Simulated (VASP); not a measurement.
Input of a VASP 6.6.1 run:

Contents of INCAR:

```
ALGO = Normal
EDIFF = 1E-6
ENCUT = 520
GGA = PE
ISIF = 2
ISMEAR = -1
LASPH = T
LCHARG = F
LREAL = F
LWAVE = F
NBANDS = 16
NELM = 60
PREC = Accurate
SIGMA = 0.08
```

KPOINTS

```
k-points
0
Gamma
  9 9 9
```

POSCAR

```
Rb
1.0
   -3.5812350415      3.5812350415      1.9316026167
    3.5812350415     -3.5812350415      1.9316026167
    3.5812350415      3.5812350415     -1.9316026167
Rb
2
Direct
   -0.3750000000     -0.1250000000     -0.2500000000
    0.3750000000      0.1250000000      0.2500000000
```

Potentials or basis: VASP PAW PBE potentials, release 64 (Rb_sv).

Run with:

```console
$ cat potpaw_PBE.64/Rb_sv/POTCAR > POTCAR
$ mpirun -np 1 vasp_std > vasp.out
```

**Question.** Predict the band gap on the k mesh.

**Answer.** Zero (bands 9 and 10 overlap by 1.37 eV).

**Question.** Predict the pressure.

**Answer.** 5.2 GPa.

Stress tensor (GPa, compression positive):
```
5.16 0.00 0.00
0.00 5.16 0.00
0.00 0.00 5.40
```

Caveat: the cell stands under pressure.
